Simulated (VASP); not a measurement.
Runs of VASP 6.6.1 on Hf. The structure is that of space group P6_3/mmc (No. 194), or close to it. The cells are those of the table. 

| task | cell | k mesh | cutoff (eV) | gap on the mesh (eV) | pressure (GPa) |
| --- | --- | --- | --- | --- | --- |
| relaxation of cell and atoms | relaxed from a = 3.163, b = 3.163, c = 10.331 Å, angles 90.0, 90.0, 120.0°, 4 atoms | 11 × 11 × 3 | 600 | none | 0.0 |
| single point | a = 3.177, b = 3.177, c = 10.164 Å, angles 90.0, 90.0, 120.0°, 4 atoms | 13 × 13 × 4 | 520 | none | 4.0 |
| single point | a = 3.263, b = 3.263, c = 10.439 Å, angles 90.0, 90.0, 120.0°, 4 atoms | 13 × 13 × 4 | 520 | none | -4.2 |
| single point | a = 3.220, b = 3.220, c = 10.303 Å, angles 90.0, 90.0, 120.0°, 4 atoms | 11 × 11 × 3 | 520 | none | -0.5 |
| single point | a = 3.220, b = 3.220, c = 10.303 Å, angles 90.0, 90.0, 120.0°, 4 atoms | 15 × 15 × 4 | 520 | none | -0.5 |
| single point | a = 3.086, b = 3.086, c = 9.873 Å, angles 90.0, 90.0, 120.0°, 4 atoms | 13 × 13 × 4 | 520 | none | (a) |
| single point | a = 3.132, b = 3.132, c = 10.021 Å, angles 90.0, 90.0, 120.0°, 4 atoms | 13 × 13 × 4 | 520 | none | 9.2 |
| single point | a = 3.344, b = 3.344, c = 10.700 Å, angles 90.0, 90.0, 120.0°, 4 atoms | 13 × 13 × 4 | 520 | none | (b) |

Alike in all rows: level revPBE; potentials or basis VASP PAW PBE potentials, release 64 (Hf_pv); no spin polarisation; smearing fermi-dirac 0.1 eV.

Estimate the missing entries.

(a) 15.5; (b) -9.9.

Caveats: the PAW data sets were made with another functional, which shifts forces and pressure a little; spin-orbit coupling is left out, which moves the levels of the heavy elements.

A k mesh can miss the band edges, and the runs leave out spin-orbit coupling on Hf.

A gap of «none» marks levels without a gap at the run's occupations.
